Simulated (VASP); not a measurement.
NiO: density of states with PBE

NiO:

```
Ni O
1.0
     0.00000    2.10818    2.10818
     2.10818    0.00000    2.10818
     2.10818    2.10818    0.00000
Ni O
1 1
Direct
  0.00000 0.00000 0.00000
  0.50000 0.50000 0.50000
```

```
Program                 : VASP 6.6.1
Task                    : density of states
Functional              : PBE
Potentials or basis     : VASP PAW PBE potentials, release 64 (Ni, O)
Cutoff                  : 520 eV
k mesh                  : 18 × 18 × 18
Occupations             : gaussian, width 0.1 eV
Spin                    : collinear spin, ferromagnetic start
Starting moments        : [1.6, 0.32] μB
Dipole correction       : no
k mesh for the DOS      : 27 × 27 × 27
Occupations for the DOS : tetrahedron
Further INCAR settings  : ALGO = Normal; EDIFF = 1e-07
```

```yaml
Net_moment: 1.77 μB per cell
Site_moments: Ni +1.46; O +0.27 μB
Valence_electrons_inside_the_program's_atomic_spheres: Ni 8.93; O 4.97
```

Levels at points of the mesh, in eV from the Fermi level:
Spin up:
```
           k point  band 5  band 6  band 7  band 8  band 9  band 10  band 11  band 12  band 13
(0.00, 0.00, 0.00)   -2.87   -2.87   -2.59   -2.59   -2.59     1.39    17.77    18.72    18.72
```
Spin down:
```csv
k point,band 4,band 5,band 6,band 7,band 8,band 9,band 10,band 11
"(0.00, 0.00, 0.00)",-2.36,-1.77,-1.77,-1.77,-0.54,-0.54,1.74,17.71
```

Run time: 2.3 min on 1 thread of Intel(R) Xeon(R) Platinum 8488C (Sapphire Rapids), with other jobs on the host, peak memory 0.33 GiB.

Caveat: a cell with one magnetic atom can't hold antiferromagnetic order, which such compounds often take; semilocal functionals often make such compounds metallic where correlation or magnetic order opens a gap, which also shifts bond lengths.
